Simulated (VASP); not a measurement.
# SiO2 (P4_32_12) in VASP: single point with LDA

Aim: the single point of SiO2 with LDA.

Program: VASP 6.6.1. These are calculated values, not measurements. Logs are shortened: lines on timing, memory, paths and dates and some standing lists are left out, and cuts for length are marked.

### 1 The cell of the first run

The structure is tetragonal, space group P4_32_12 (No. 96). The conventional cell has a = 5.236 Å, b = 5.236 Å, c = 7.403 Å, α = 90.00°, β = 90.00°, γ = 90.00°. Within 2.1 Å of Si (site symmetry 2) lie 4 O at 1.60 Å. Within 2.1 Å of O (site symmetry 1) lie 2 Si at 1.60 Å.

### 2 Single point, LDA

INCAR reads:

```
SYSTEM = SiO2
ALGO     = Normal         ! electronic algorithm
EDIFF    = 1E-6           ! SCF threshold, eV
ENCUT    = 520            ! plane-wave cutoff, eV
GGA      = CA             ! functional
ISIF     = 2              ! what is computed and relaxed
ISMEAR   = 0              ! smearing method
LASPH    = .True.         ! aspherical terms in the spheres
LCHARG   = .False.        ! write CHGCAR
LREAL    = .False.        ! projectors in reciprocal space
LWAVE    = .False.        ! write WAVECAR
NBANDS   = 44             ! bands
NELM     = 60             ! most SCF steps
PREC     = Accurate       ! precision mode
SIGMA    = 0.02           ! smearing width, eV
```

KPOINTS reads:

```
k-points
0
Gamma
  6 6 4
  0 0 0
```

POSCAR reads:

```
SiO2
1.0
    5.2362519731      0.0000000000      0.0000000000
    0.0000000000      5.2362519731      0.0000000000
    0.0000000000      0.0000000000      7.4033766858
Si O
4 8
Direct
    0.2442491979      0.2442491979      0.0000000000
    0.2557508021      0.7442491979      0.7500000000
    0.7442491979      0.2557508021      0.2500000000
    0.7557508021      0.7557508021      0.5000000000
    0.5124176493      0.7498394658      0.6316497086
    0.4875823507      0.2501605342      0.1316497086
    0.7498394658      0.5124176493      0.3683502914
    0.2498394658      0.9875823507      0.8816497086
    0.2501605342      0.4875823507      0.8683502914
    0.0124176493      0.7501605342      0.6183502914
    0.9875823507      0.2498394658      0.1183502914
    0.7501605342      0.0124176493      0.3816497086
```

Potentials or basis: VASP PAW LDA potentials, release 64 (Si, O).

On the command line:

```bash
$ cat potpaw_LDA.64/Si/POTCAR potpaw_LDA.64/O/POTCAR > POTCAR
$ mpirun -np 1 vasp_std > vasp.out
```

OUTCAR:

```text
SYSTEM = SiO2
   EDIFF = 1E-6
   ENCUT = 520
   GGA = CA
   ISIF = 2
   ISMEAR = 0
   LASPH = .True.
   LREAL = .False.
   NELM = 60
   PREC = Accurate

 ion  position               nearest neighbor table
   1  0.244  0.244  0.000-   6 1.60   9 1.60   8 1.60  11 1.60
   2  0.256  0.744  0.750-   8 1.60  10 1.60   9 1.60   5 1.60
   3  0.744  0.256  0.250-  11 1.60  12 1.60   6 1.60   7 1.60
   4  0.756  0.756  0.500-   5 1.60   7 1.60  10 1.60  12 1.60
   5  0.512  0.750  0.632-   4 1.60   2 1.60
   6  0.488  0.250  0.132-   1 1.60   3 1.60
   7  0.750  0.512  0.368-   4 1.60   3 1.60
   8  0.250  0.988  0.882-   2 1.60   1 1.60
   9  0.250  0.488  0.868-   1 1.60   2 1.60
  10  0.012  0.750  0.618-   2 1.60   4 1.60
  11  0.988  0.250  0.118-   3 1.60   1 1.60
  12  0.750  0.012  0.382-   3 1.60   4 1.60

  LATTYP: Found a simple tetragonal cell.
 ALAT       =     5.2362519731
 C/A-ratio  =     1.4138694478

  Lattice vectors:

 A1 = (   5.2362519731,   0.0000000000,   0.0000000000)
 A2 = (   0.0000000000,   5.2362519731,   0.0000000000)
 A3 = (   0.0000000000,   0.0000000000,   7.4033766858)

Analysis of symmetry for initial positions (statically):
=====================================================================
 Subroutine PRICEL returns:
 Original cell was already a primitive cell.

 Routine SETGRP: Setting up the symmetry group for a
 simple tetragonal supercell.

 Subroutine GETGRP returns: Found  8 space group operations
 (whereof  2 operations were pure point group operations)
 out of a pool of 16 trial point group operations.

The static configuration has the point symmetry C_2 .
 The point group associated with its full space group is D_4 .

Analysis of symmetry for dynamics (positions and initial velocities):
=====================================================================
 Subroutine PRICEL returns:
 Original cell was already a primitive cell.

 Routine SETGRP: Setting up the symmetry group for a
 simple tetragonal supercell.

 Subroutine GETGRP returns: Found  8 space group operations
 (whereof  2 operations were pure point group operations)
 out of a pool of 16 trial point group operations.

The dynamic configuration has the point symmetry C_2 .
 The point group associated with its full space group is D_4 .

 Subroutine INISYM returns: Found  8 space group operations
 (whereof  2 operations are pure point group operations),
 and found     1 'primitive' translations

----------------------------------------------------------------------------------------

                                     Primitive cell

  volume of cell :     202.9883

  direct lattice vectors                    reciprocal lattice vectors
     5.236251973  0.000000000  0.000000000     0.190976295  0.000000000  0.000000000
     0.000000000  5.236251973  0.000000000     0.000000000  0.190976295  0.000000000
     0.000000000  0.000000000  7.403376686     0.000000000  0.000000000  0.135073500

  length of vectors
     5.236251973  5.236251973  7.403376686     0.190976295  0.190976295  0.135073500

  position of ions in fractional coordinates (direct lattice)
     0.244249198  0.244249198  0.000000000
     0.255750802  0.744249198  0.750000000
     0.744249198  0.255750802  0.250000000
     0.755750802  0.755750802  0.500000000
     0.512417649  0.749839466  0.631649709
     0.487582351  0.250160534  0.131649709
     0.749839466  0.512417649  0.368350291
     0.249839466  0.987582351  0.881649709
     0.250160534  0.487582351  0.868350291
     0.012417649  0.750160534  0.618350291
     0.987582351  0.249839466  0.118350291
     0.750160534  0.012417649  0.381649709

  ion indices of the primitive-cell ions
   primitive index   ion index
                 1           1
                 2           2
                 3           3
                 4           4
                 5           5
                 6           6
                 7           7
                 8           8
                 9           9
                10          10
                11          11
                12          12

----------------------------------------------------------------------------------------

 KPOINTS: k-points

Automatic generation of k-mesh.
 Grid dimensions read from file:
 generate k-points for:    6    6    4

 Generating k-lattice:

  Cartesian coordinates                     Fractional coordinates (reciprocal lattice)
     0.031829382  0.000000000  0.000000000     0.166666667  0.000000000  0.000000000
     0.000000000  0.031829382  0.000000000     0.000000000  0.166666667  0.000000000
     0.000000000  0.000000000  0.033768375     0.000000000  0.000000000  0.250000000

  Length of vectors
     0.031829382  0.031829382  0.033768375

  Shift w.r.t. Gamma in fractional coordinates (k-lattice)
     0.000000000  0.000000000  0.000000000

 Subroutine IBZKPT returns following result:
 ===========================================

 Found     30 irreducible k-points:

 Following reciprocal coordinates:
            Coordinates               Weight
  0.000000  0.000000  0.000000      1.000000
  0.166667  0.000000  0.000000      4.000000
  0.333333  0.000000  0.000000      4.000000
  0.500000  0.000000  0.000000      2.000000
  0.166667  0.166667  0.000000      4.000000
  0.333333  0.166667  0.000000      8.000000
[... 16 lines left out ...]
  0.333333  0.000000  0.500000      4.000000
  0.500000  0.000000  0.500000      2.000000
 [... further k-points ...]
   k-points           NKPTS =     30   k-points in BZ     NKDIM =     30   number of bands    NBANDS=     44
   number of dos      NEDOS =    301   number of ions     NIONS =     12
   total plane-waves  NPLWV =  89600
   dimension x,y,z NGX =    40 NGY =   40 NGZ =   56
   dimension x,y,z NGXF=    80 NGYF=   80 NGZF=  112
   ions per type =               4   8
   NGX,Y,Z   is equivalent  to a cutoff of  12.70, 12.70, 12.58 a.u.
   NGXF,Y,Z  is equivalent  to a cutoff of  25.40, 25.40, 25.15 a.u.
 SYSTEM =  SiO2
   PREC   = accura    normal or accurate (medium, high low for compatibility)
   ISTART =      0    job   : 0-new  1-cont  2-samecut
   ICHARG =      2    charge: 1-file 2-atom 10-const
   ISPIN  =      1    spin polarized calculation?
   LNONCOLLINEAR =      F non collinear calculations
   LSORBIT =      F    spin-orbit coupling
   LASPH  =      T    aspherical Exc in radial PAW
   ENCUT  =  520.0 eV  38.22 Ry    6.18 a.u.   9.74  9.74 13.77*2*pi/ulx,y,z
   NELM   =     60;   NELMIN=  2; NELMDL= -5     # of ELM steps
   EDIFF  = 0.1E-05   stopping-criterion for ELM
   LREAL  =      F    real-space projection
[... 7 lines left out ...]
   TEBEG  =    0.0;   TEEND  =   0.0 temperature during run
   PSTRESS=    0.0 pullay stress
   NELECT =      64.0000    total number of electrons
   NUPDOWN=      -1.0000    fix difference up-down
   EMIN   =  10.00;   EMAX   =-10.00  energy-range for DOS
   EFERMI =   0.00;   METHOD = LEGACY
   ISMEAR =     0;   SIGMA  =   0.02  broadening in eV -4-tet -1-fermi 0-gaus
   EFERMI_NEDOS =   21; number of points for ismear=-14 and -15
   IALGO  =     38    algorithm
   IMIX   =      4    mixing-type and parameters
     AMIX     =   0.40;   BMIX     =  1.00
     AMIX_MAG =   1.60;   BMIX_MAG =  1.00
  volume/ion in A,a.u.               =      16.92       114.15
  Fermi-wavevector in a.u.,A,eV,Ry     =   1.114238  2.105604 16.891982  1.241526
  Thomas-Fermi vector in A             =   2.250831
   LORBIT       =      0    0 simple, 1 ext, 2 COOP (PROOUT), +10 PAW based schemes
   GGA     = CA    functional components
   LHFCALC =     F    Hartree Fock is set to
   AEXX    =    0.0000 exact exchange contribution
   IVDW    =     0    specifies the selected vdW correction
   LEPSILON=     F    determine dielectric tensor
   LRPA    =     F    only Hartree local field effects (RPA)
 non-spin polarized calculation
 Gauss-broadening in eV      SIGMA  =   0.02
  energy-cutoff  :      520.00
  volume of cell :      202.99
 maximum number of plane-waves:      5528
 NGX is ok and might be reduce to    40
   NGX = 19   NGY = 19   NGZ = 27

 number of electron      64.0000005 magnetization

 Free energy of the ion-electron system (eV)
  ---------------------------------------------------
  ext. energy  EPLUGINS =         0.00000000
  ---------------------------------------------------
  free energy    TOTEN  =      -103.60994313 eV

  energy without entropy =     -103.60994313  energy(sigma->0) =     -103.60994313

 E-fermi :  -0.9802     XC(G=0):  -7.9922

 val. band max:       -1.1062938901   @ k =   0.5000   0.0000   0.5000
 cond. band min:       4.1883747294   @ k =   0.0000   0.0000   0.0000
 fundamental gap:      5.2946686196
 Fermi energy:        -0.9801587663

 k-point     1 :       0.0000    0.0000    0.0000
  band No.  band energies     occupation
      1     -20.2965      2.00000
      2     -19.4180      2.00000
      3     -19.4180      2.00000
      4     -18.2197      2.00000
      5     -18.2197      2.00000
      6     -18.1965      2.00000
[... 36 lines left out ...]
     43       9.7444      0.00000
     44       9.8991      0.00000

 k-point     2 :       0.1667    0.0000    0.0000
  band No.  band energies     occupation
      1     -20.2438      2.00000
      2     -19.4832      2.00000
      3     -19.3513      2.00000
      4     -18.2988      2.00000
      5     -18.2214      2.00000
      6     -18.2178      2.00000
[... 1026 lines left out ...]
 k-point    24 :       0.5000    0.0000    0.5000
  band No.  band energies     occupation
      1     -19.8801      2.00000
      2     -19.8801      2.00000
      3     -18.8884      2.00000
      4     -18.8884      2.00000
      5     -18.2076      2.00000
      6     -18.2076      2.00000
[... 36 lines left out ...]
     43      10.3659      0.00000
     44      10.3829      0.00000

 [... further k-points ...]

------------------------ aborting loop because EDIFF is reached ----------------------------------------

  FORCE on cell =-STRESS in cart. coord.  units (eV):
  Direction    XX          YY          ZZ          XY          YZ          ZX
  --------------------------------------------------------------------------------------
  -------------------------------------------------------------------------------------
  Total       -1.9855419     -1.9855419     -1.9763912     -0.0000000      0.0000000      0.0000000
  in kB      -15.6717940    -15.6717940    -15.5995678     -0.0000000      0.0000000      0.0000000
  external PRESSURE =     -15.6477186 kB  Pullay stress =       0.0000000 kB

 VOLUME and BASIS-vectors are now :
 -----------------------------------------------------------------------------
  energy-cutoff  :      520.00
  volume of cell :      202.99
      direct lattice vectors                 reciprocal lattice vectors
     5.236251973  0.000000000  0.000000000     0.190976295  0.000000000  0.000000000
     0.000000000  5.236251973  0.000000000     0.000000000  0.190976295  0.000000000
     0.000000000  0.000000000  7.403376686     0.000000000  0.000000000  0.135073500

 POSITION                                       TOTAL-FORCE (eV/Angst)
 -----------------------------------------------------------------------------------
      1.27895      1.27895      0.00000        -0.002516     -0.002516      0.000000
      1.33918      3.89708      5.55253         0.002516     -0.002516      0.000000
      3.89708      1.33918      1.85084        -0.002516      0.002516      0.000000
      3.95730      3.95730      3.70169         0.002516      0.002516      0.000000
      2.68315      3.92635      4.67634        -0.001025     -0.000066     -0.000397
      2.55310      1.30990      0.97465         0.001025      0.000066     -0.000397
      3.92635      2.68315      2.72704        -0.000066     -0.001025      0.000397
      1.30822      5.17123      6.52718        -0.000066      0.001025     -0.000397
      1.30990      2.55310      6.42872         0.000066      0.001025      0.000397
      0.06502      3.92803      4.57788        -0.001025      0.000066      0.000397
      5.17123      1.30822      0.87619         0.001025     -0.000066      0.000397
      3.92803      0.06502      2.82550         0.000066     -0.001025     -0.000397
 -----------------------------------------------------------------------------------
    total drift:                               -0.000000      0.000000      0.000000

  FREE ENERGIE OF THE ION-ELECTRON SYSTEM (eV)
  ---------------------------------------------------
  free  energy   TOTEN  =      -103.6099431334 eV

  energy  without entropy=     -103.6099431334  energy(sigma->0) =     -103.60994313
```

It took 6 min on 1 thread of Oxide Virtual Turin-like, shared host; peak memory 0.3 GiB.

What came out:

```yaml
Free_energy: -103.6099 eV
Pressure: -1.6 GPa
Largest_force: 0.004 eV/Å
Band_gap_on_the_k_mesh: 5.29 eV
```

Forces on the atoms (eV/Å):
```
Si  -0.003 -0.003  0.000
Si   0.003 -0.003  0.000
Si  -0.003  0.003  0.000
Si   0.003  0.003  0.000
O   -0.001  0.000  0.000
O    0.001  0.000  0.000
O    0.000 -0.001  0.000
O    0.000  0.001  0.000
O    0.000  0.001  0.000
O   -0.001  0.000  0.000
O    0.001  0.000  0.000
O    0.000 -0.001  0.000
```

Levels at points of the mesh, in eV from the valence-band top:
```
           k point  band 29  band 30  band 31  band 32  band 33  band 34  band 35  band 36
(0.00, 0.00, 0.00)    -0.68    -0.01    -0.01     0.00     5.29     8.13     8.13     8.49
(0.50, 0.00, 0.00)    -0.75    -0.75    -0.25    -0.25     7.13     7.13     8.67     8.67
(0.50, 0.50, 0.00)    -0.68    -0.68    -0.67    -0.67     8.13     8.13     8.13     8.13
(0.00, 0.00, 0.50)    -0.39    -0.39    -0.38    -0.38     6.31     6.31     8.59     8.59
(0.50, 0.00, 0.50)    -1.01    -1.01     0.00     0.00     7.52     7.52     7.91     7.91
(0.50, 0.50, 0.50)    -0.81    -0.81    -0.81    -0.81     8.51     8.51     8.51     8.51
```
